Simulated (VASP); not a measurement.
Input of a VASP 6.6.1 run:

File INCAR:

```
SYSTEM = Ta
PREC     = Accurate       ! precision mode
ENCUT    = 520            ! plane-wave cutoff, eV
EDIFF    = 1E-6           ! SCF threshold, eV
ISMEAR   = 0              ! smearing method
SIGMA    = 0.05           ! smearing width, eV
LREAL    = .FALSE.        ! projectors in reciprocal space
LASPH    = .TRUE.         ! aspherical terms in the spheres
NELM     = 80             ! most SCF steps
ALGO     = Normal         ! electronic algorithm
ISIF     = 2              ! what is computed and relaxed
LWAVE    = .FALSE.        ! write WAVECAR
LCHARG   = .FALSE.        ! write CHGCAR
GGA      = CA             ! functional
NBANDS   = 12             ! bands
```

KPOINTS

```
Automatic mesh
0
G
  22 22 22
  0 0 0
```

File POSCAR:

```
Ta
1.0
   -1.5000330494      1.5000330494      1.5000330494
    1.5000330494     -1.5000330494      1.5000330494
    1.5000330494      1.5000330494     -1.5000330494
Ta
1
Direct
    0.0000000000      0.0000000000      0.0000000000
```

Potentials or basis: VASP PAW LDA potentials, release 64 (Ta_pv).

Command:

```bash
$ cat potpaw_LDA.64/Ta_pv/POTCAR > POTCAR
$ mpirun -np 1 vasp_std > vasp.out
```

Problem. Predict the band gap on the k mesh.

Solution. Zero (an odd number of electrons rules out a gap without spin polarisation).

Problem. What does it give for the pressure?

Solution. 86.0 GPa.

Caveat: the cell stands under pressure; spin-orbit coupling is left out, which moves the levels of the heavy elements.
